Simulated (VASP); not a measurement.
VH: single point with PBEsol

Crystal: VH.

```xyz
2
Lattice="0.0000 1.9638 1.9638 1.9638 0.0000 1.9638 1.9638 1.9638 0.0000" Properties=species:S:1:pos:R:3 pbc="T T T"
V     0.0000    0.0000    0.0000
H     1.9638    1.9638    1.9638
```

```json
{
 "Program": "VASP 6.6.1",
 "Task": "single point",
 "Functional": "PBEsol",
 "Potentials or basis": "VASP PAW PBE potentials, release 64 (V_sv, H)",
 "Cutoff": "500 eV",
 "k mesh": "11 × 11 × 11",
 "Occupations": "fermi-dirac, width 0.1 eV",
 "Spin": "collinear spin, ferromagnetic start",
 "Starting moments": "[1.0, 0.0] μB"
}
```

```json
{"Pressure": "-4.0 GPa", "Band gap on the k mesh": "zero (filled and empty bands overlap)", "Net moment": "0.00 μB per cell", "Valence electrons inside the program's atomic spheres": "V 11.66; H 0.56"}
```

Levels at points of the mesh, in eV from the Fermi level:
Spin up:
| k point | band 5 | band 6 | band 7 | band 8 | band 9 | band 10 |
| --- | --- | --- | --- | --- | --- | --- |
| (0.00, 0.00, 0.00) | -10.53 | -0.07 | -0.07 | -0.07 | 1.42 | 1.42 |
Spin down:
```tsv
k point	band 5	band 6	band 7	band 8	band 9	band 10
(0.00, 0.00, 0.00)	-10.53	-0.07	-0.07	-0.07	1.42	1.42
```

Wall time 35 s on 1 thread of AMD EPYC 7R43 64-Core Processor (Zen 3), with other jobs on the host, peak memory 0.11 GiB.

Caveat: the cell stands under tension; the PAW data sets were made with another functional, which shifts forces and pressure a little.
